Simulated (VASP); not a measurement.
# Nb (Pm-3m) in VASP: a series of runs

Nb is run at these levels: LDA; tasks: single point.

All numbers are computed with VASP 6.6.1; they aren't measurements. Logs are shortened: lines on timing, memory, paths and dates and some standing lists are left out, and cuts for length are marked.

## (1) The cell of the first run

The structure is cubic, space group Pm-3m (No. 221). Conventional cell: a = 2.554 Å, b = 2.554 Å, c = 2.554 Å, α = 90.00°, β = 90.00°, γ = 90.00°. Within 3.4 Å of Nb (site symmetry m-3m) lie 6 Nb at 2.55 Å.

## (2) Single point, LDA (volume scaled by 0.88)

The input, INCAR:

```
SYSTEM = Nb
ALGO = Normal ; EDIFF = 1E-6
ENCUT = 520 ; ISIF = 2
ISMEAR = -1 ; LASPH = .TRUE.
LCHARG = .FALSE. ; LREAL = .FALSE.
LWAVE = .FALSE. ; NBANDS = 12
NELM = 60 ; PREC = Accurate
SIGMA = 0.1
```

The input, KPOINTS:

```
k-points
0
G
  13 13 13
  0 0 0
```

The input, POSCAR:

```
Nb
1.0
    2.5544018959      0.0000000000      0.0000000000
    0.0000000000      2.5544018959      0.0000000000
    0.0000000000      0.0000000000      2.5544018959
Nb
1
Direct
    0.0000000000      0.0000000000      0.0000000000
```

Potentials or basis: VASP PAW LDA potentials, release 64 (Nb_sv).

On the command line:

```bash
$ cat potpaw_LDA.64/Nb_sv/POTCAR > POTCAR
$ mpirun -np 1 vasp_std > vasp.out
```

OUTCAR:

```text
SYSTEM = Nb
   EDIFF = 1E-6
   ENCUT = 520
   ISIF = 2
   ISMEAR = -1
   LASPH = .TRUE.
   LREAL = .FALSE.
   NELM = 60
   PREC = Accurate

 ion  position               nearest neighbor table
   1  0.000  0.000  0.000-

  LATTYP: Found a simple cubic cell.
 ALAT       =     2.5544018959

  Lattice vectors:

 A1 = (   2.5544018959,   0.0000000000,   0.0000000000)
 A2 = (   0.0000000000,   2.5544018959,   0.0000000000)
 A3 = (   0.0000000000,   0.0000000000,   2.5544018959)

Analysis of symmetry for initial positions (statically):
=====================================================================
 Subroutine PRICEL returns:
 Original cell was already a primitive cell.

 Routine SETGRP: Setting up the symmetry group for a
 simple cubic supercell.

 Subroutine GETGRP returns: Found 48 space group operations
 (whereof 48 operations were pure point group operations)
 out of a pool of 48 trial point group operations.

The static configuration has the point symmetry O_h .

Analysis of symmetry for dynamics (positions and initial velocities):
=====================================================================
 Subroutine PRICEL returns:
 Original cell was already a primitive cell.

 Routine SETGRP: Setting up the symmetry group for a
 simple cubic supercell.

 Subroutine GETGRP returns: Found 48 space group operations
 (whereof 48 operations were pure point group operations)
 out of a pool of 48 trial point group operations.

The dynamic configuration has the point symmetry O_h .

 Subroutine INISYM returns: Found 48 space group operations
 (whereof 48 operations are pure point group operations),
 and found     1 'primitive' translations

----------------------------------------------------------------------------------------

                                     Primitive cell

  volume of cell :      16.6674

  direct lattice vectors                    reciprocal lattice vectors
     2.554401896  0.000000000  0.000000000     0.391481075  0.000000000  0.000000000
     0.000000000  2.554401896  0.000000000     0.000000000  0.391481075  0.000000000
     0.000000000  0.000000000  2.554401896     0.000000000  0.000000000  0.391481075

  length of vectors
     2.554401896  2.554401896  2.554401896     0.391481075  0.391481075  0.391481075

  position of ions in fractional coordinates (direct lattice)
     0.000000000  0.000000000  0.000000000

  ion indices of the primitive-cell ions
   primitive index   ion index
                 1           1

----------------------------------------------------------------------------------------

 KPOINTS: k-points

Automatic generation of k-mesh.
 Grid dimensions read from file:
 generate k-points for:   13   13   13

 Generating k-lattice:

  Cartesian coordinates                     Fractional coordinates (reciprocal lattice)
     0.030113929  0.000000000  0.000000000     0.076923077  0.000000000  0.000000000
     0.000000000  0.030113929  0.000000000     0.000000000  0.076923077  0.000000000
     0.000000000  0.000000000  0.030113929     0.000000000  0.000000000  0.076923077

  Length of vectors
     0.030113929  0.030113929  0.030113929

  Shift w.r.t. Gamma in fractional coordinates (k-lattice)
     0.000000000  0.000000000  0.000000000

 Subroutine IBZKPT returns following result:
 ===========================================

 Found     84 irreducible k-points:

 Following reciprocal coordinates:
            Coordinates               Weight
  0.000000  0.000000  0.000000      1.000000
  0.076923  0.000000  0.000000      6.000000
  0.153846  0.000000  0.000000      6.000000
  0.230769  0.000000  0.000000      6.000000
  0.307692  0.000000  0.000000      6.000000
  0.384615  0.000000  0.000000      6.000000
[... 16 lines left out ...]
  0.307692  0.307692  0.000000     12.000000
  0.384615  0.307692  0.000000     24.000000
 [... further k-points ...]
   k-points           NKPTS =     84   k-points in BZ     NKDIM =     84   number of bands    NBANDS=     12
   number of dos      NEDOS =    301   number of ions     NIONS =      1
   total plane-waves  NPLWV =   8000
   dimension x,y,z NGX =    20 NGY =   20 NGZ =   20
   dimension x,y,z NGXF=    40 NGYF=   40 NGZF=   40
   ions per type =               1
   NGX,Y,Z   is equivalent  to a cutoff of  13.02, 13.02, 13.02 a.u.
   NGXF,Y,Z  is equivalent  to a cutoff of  26.03, 26.03, 26.03 a.u.
 SYSTEM =  Nb
   PREC   = accura    normal or accurate (medium, high low for compatibility)
   ISTART =      0    job   : 0-new  1-cont  2-samecut
   ICHARG =      2    charge: 1-file 2-atom 10-const
   ISPIN  =      1    spin polarized calculation?
   LNONCOLLINEAR =      F non collinear calculations
   LSORBIT =      F    spin-orbit coupling
   LASPH  =      T    aspherical Exc in radial PAW
   ENCUT  =  520.0 eV  38.22 Ry    6.18 a.u.   4.75  4.75  4.75*2*pi/ulx,y,z
   NELM   =     60;   NELMIN=  2; NELMDL= -5     # of ELM steps
   EDIFF  = 0.1E-05   stopping-criterion for ELM
   LREAL  =      F    real-space projection
   EDIFFG = 0.1E-04   stopping-criterion for IOM
   NSW    =      0    number of steps for IOM
   IBRION =     -1    ionic relax: 0-MD 1-quasi-New 2-CG
   NFREE  =      0    steps in history (QN), initial steepest desc. (CG)
   ISIF   =      2    stress and relaxation
   ISYM   =      2    0-nonsym 1-usesym 2-fastsym
   POTIM  = 0.5000    time-step for ionic-motion
   TEBEG  =    0.0;   TEEND  =   0.0 temperature during run
   PSTRESS=    0.0 pullay stress
   NELECT =      13.0000    total number of electrons
   NUPDOWN=      -1.0000    fix difference up-down
   EMIN   =  10.00;   EMAX   =-10.00  energy-range for DOS
   EFERMI =   0.00;   METHOD = LEGACY
   ISMEAR =    -1;   SIGMA  =   0.10  broadening in eV -4-tet -1-fermi 0-gaus
   EFERMI_NEDOS =   21; number of points for ismear=-14 and -15
   IALGO  =     38    algorithm
   IMIX   =      4    mixing-type and parameters
     AMIX     =   0.40;   BMIX     =  1.00
     AMIX_MAG =   1.60;   BMIX_MAG =  1.00
  volume/ion in A,a.u.               =      16.67       112.48
  Fermi-wavevector in a.u.,A,eV,Ry     =   1.506954  2.847731 30.897619  2.270911
  Thomas-Fermi vector in A             =   2.617604
   LORBIT       =      0    0 simple, 1 ext, 2 COOP (PROOUT), +10 PAW based schemes
   GGA     = CA    functional components
   LHFCALC =     F    Hartree Fock is set to
   AEXX    =    0.0000 exact exchange contribution
   IVDW    =     0    specifies the selected vdW correction
   LEPSILON=     F    determine dielectric tensor
   LRPA    =     F    only Hartree local field effects (RPA)
 non-spin polarized calculation
  energy-cutoff  :      520.00
  volume of cell :       16.67
 maximum number of plane-waves:       462
 NGX is ok and might be reduce to    20
   NGX =  9   NGY =  9   NGZ =  9

 number of electron      12.9999997 magnetization

 Free energy of the ion-electron system (eV)
  ---------------------------------------------------
  ext. energy  EPLUGINS =         0.00000000
  ---------------------------------------------------
  free energy    TOTEN  =       -10.11808342 eV

  energy without entropy =      -10.08858780  energy(sigma->0) =      -10.10333561

 E-fermi :  12.2698     XC(G=0): -12.9982

 val. band max:       12.2409928801   @ k =   0.3077   0.0000   0.0000
 cond. band min:      12.2847561760   @ k =   0.3077   0.3077   0.2308
 fundamental gap:      0.0437632959
 Fermi energy:        12.2697648719

 k-point     1 :       0.0000    0.0000    0.0000
  band No.  band energies     occupation
      1     -42.1739      2.00000
      2     -17.0794      2.00000
      3     -17.0794      2.00000
      4     -17.0794      2.00000
      5       6.3104      2.00000
      6       8.6415      2.00000
      7       8.6415      2.00000
      8      18.5580      0.00000
      9      18.5580      0.00000
     10      18.5580      0.00000
     11      28.5221      0.00000
     12      28.5221      0.00000

 k-point     2 :       0.0769    0.0000    0.0000
  band No.  band energies     occupation
      1     -42.1534      2.00000
      2     -17.2373      2.00000
      3     -17.0660      2.00000
      4     -17.0660      2.00000
      5       6.5157      2.00000
      6       8.6980      2.00000
      7       8.9078      2.00000
      8      18.1884      0.00000
      9      18.1884      0.00000
     10      18.5832      0.00000
     11      27.6337      0.00000
     12      28.9736      0.00000

 k-point     3 :       0.1538    0.0000    0.0000
  band No.  band energies     occupation
      1     -42.0963      2.00000
      2     -17.6605      2.00000
      3     -17.0286      2.00000
      4     -17.0286      2.00000
      5       7.0304      2.00000
      6       8.8588      2.00000
      7       9.7161      2.00000
      8      17.3012      0.00000
      9      17.3012      0.00000
     10      18.6540      0.00000
     11      25.8821      0.00000
     12      30.0758      0.00000
[... 286 lines left out ...]
 k-point    23 :       0.3077    0.3077    0.0000
  band No.  band energies     occupation
      1     -41.6849      2.00000
      2     -18.5896      2.00000
      3     -18.5273      2.00000
      4     -16.7645      2.00000
      5       8.9376      2.00000
      6      10.1790      2.00000
      7      14.3474      0.00000
      8      15.4886      0.00000
      9      15.7135      0.00000
     10      16.0914      0.00000
     11      24.2121      0.00000
     12      27.4693      0.00000

 k-point    24 :       0.3846    0.3077    0.0000
  band No.  band energies     occupation
      1     -41.6121      2.00000
      2     -18.9914      2.00000
      3     -18.4869      2.00000
      4     -16.7189      2.00000
      5       8.4802      2.00000
      6      10.3902      2.00000
      7      14.9734      0.00000
      8      15.2334      0.00000
      9      16.0941      0.00000
     10      16.8978      0.00000
     11      23.5259      0.00000
     12      28.1565      0.00000

 [... further k-points ...]

------------------------ aborting loop because EDIFF is reached ----------------------------------------

  FORCE on cell =-STRESS in cart. coord.  units (eV):
  Direction    XX          YY          ZZ          XY          YZ          ZX
  --------------------------------------------------------------------------------------
  -------------------------------------------------------------------------------------
  Total        2.5279273      2.5279273      2.5279273     -0.0000000      0.0000000     -0.0000000
  in kB      243.0006707    243.0006707    243.0006707     -0.0000000      0.0000000     -0.0000000
  external PRESSURE =     243.0006707 kB  Pullay stress =       0.0000000 kB

 VOLUME and BASIS-vectors are now :
 -----------------------------------------------------------------------------
  energy-cutoff  :      520.00
  volume of cell :       16.67
      direct lattice vectors                 reciprocal lattice vectors
     2.554401896  0.000000000  0.000000000     0.391481075  0.000000000  0.000000000
     0.000000000  2.554401896  0.000000000     0.000000000  0.391481075  0.000000000
     0.000000000  0.000000000  2.554401896     0.000000000  0.000000000  0.391481075

 POSITION                                       TOTAL-FORCE (eV/Angst)
 -----------------------------------------------------------------------------------
      0.00000      0.00000      0.00000         0.000000      0.000000      0.000000
 -----------------------------------------------------------------------------------
    total drift:                                0.000000      0.000000      0.000000

  FREE ENERGIE OF THE ION-ELECTRON SYSTEM (eV)
  ---------------------------------------------------
  free  energy   TOTEN  =       -10.1180834192 eV

  energy  without entropy=      -10.0885878045  energy(sigma->0) =      -10.10333561
```

Wall time 11 s (1 thread of Intel Xeon Platinum 8259CL at 2.50GHz (Skylake/Cascade Lake), shared host); peak memory 0.12 GiB.

What came out:

```yaml
Free_energy: -10.1181 eV
Pressure: 24.3 GPa
```

## (3) Single point, LDA (volume scaled by 0.92)

The input, INCAR:

```
SYSTEM = Nb
PREC = Accurate ; ENCUT = 520
EDIFF = 1E-6 ; ISMEAR = -1
SIGMA = 0.1 ; LREAL = .FALSE.
LASPH = .TRUE. ; NELM = 60
ALGO = Normal ; ISIF = 2
LWAVE = .FALSE. ; LCHARG = .TRUE.
GGA = CA ; LELF = .TRUE.
LVHAR = .TRUE. ; NBANDS = 12
```

The input, KPOINTS:

```
regular mesh
0
G
  13 13 13
  0 0 0
```

The input, POSCAR:

```
Nb
1.0
    2.5925329190      0.0000000000      0.0000000000
    0.0000000000      2.5925329190      0.0000000000
    0.0000000000      0.0000000000      2.5925329190
Nb
1
Direct
    0.0000000000      0.0000000000      0.0000000000
```

Potentials or basis: VASP PAW LDA potentials, release 64 (Nb_sv).

On the command line:

```bash
$ cat potpaw_LDA.64/Nb_sv/POTCAR > POTCAR
$ mpirun -np 1 vasp_std > vasp.out
```

Run time: 12 s. Hardware: 1 thread of Intel Xeon Platinum 8259CL at 2.50GHz (Skylake/Cascade Lake), shared host; peak memory 0.12 GiB.

Results (log left out):

| Property | Result |
| --- | --- |
| Free energy | -10.2092 eV |
| Pressure | 14.4 GPa |

Levels at points of the mesh, in eV from the Fermi level:
```tsv
k point	band 3	band 4	band 5	band 6	band 7	band 8	band 9	band 10	band 11	band 12
(0.00, 0.00, 0.00)	-29.47	-29.47	-5.89	-3.42	-3.42	5.97	5.97	5.97	15.83	15.83
```
